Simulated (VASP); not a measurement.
Here is a VASP 6.6.1 calculation.

INCAR

```
SYSTEM = SnO2
PREC = Accurate
ENCUT = 520
EDIFF = 1E-7
ISMEAR = 0
SIGMA = 0.05
LREAL = .False.
LASPH = .True.
NELM = 60
ALGO = Normal
ISIF = 2
LWAVE = .False.
LCHARG = .False.
GGA = PE
NBANDS = 35
```

KPOINTS

```
Automatic mesh
0
Gamma
  6 6 8
  0 0 0
```

POSCAR

```
SnO2
1.0
    4.8277049961      0.0000000000      0.0000000000
    0.0000000000      4.8277049961      0.0000000000
    0.0000000000      0.0000000000      3.2379909406
Sn O
2 4
Direct
    0.0000000000      0.0000000000      0.0000000000
    0.5000000000      0.5000000000      0.5000000000
    0.3066050863      0.3066050863      0.0000000000
    0.1933949137      0.8066050863      0.5000000000
    0.6933949137      0.6933949137      0.0000000000
    0.8066050863      0.1933949137      0.5000000000
```

Potentials or basis: VASP PAW PBE potentials, release 64 (Sn_d, O).

Command:

```console
$ cat potpaw_PBE.64/Sn_d/POTCAR potpaw_PBE.64/O/POTCAR > POTCAR
$ mpirun -np 1 vasp_std > vasp.out
```

**Question.** What does it give for the largest force?

**Answer.** 0.020 eV/Å.

**Question.** Predict the band gap on the k mesh.

**Answer.** 0.67 eV.

Stress tensor (GPa, compression positive):
```
0.50 0.00 0.00
0.00 0.50 0.00
0.00 0.00 0.81
```

Caveat: semilocal functionals underestimate gaps, and a narrow one can read as zero; spin-orbit coupling is left out, which moves the levels of the heavy elements. A hybrid or GW would open this gap; PBE tends to underestimate it.
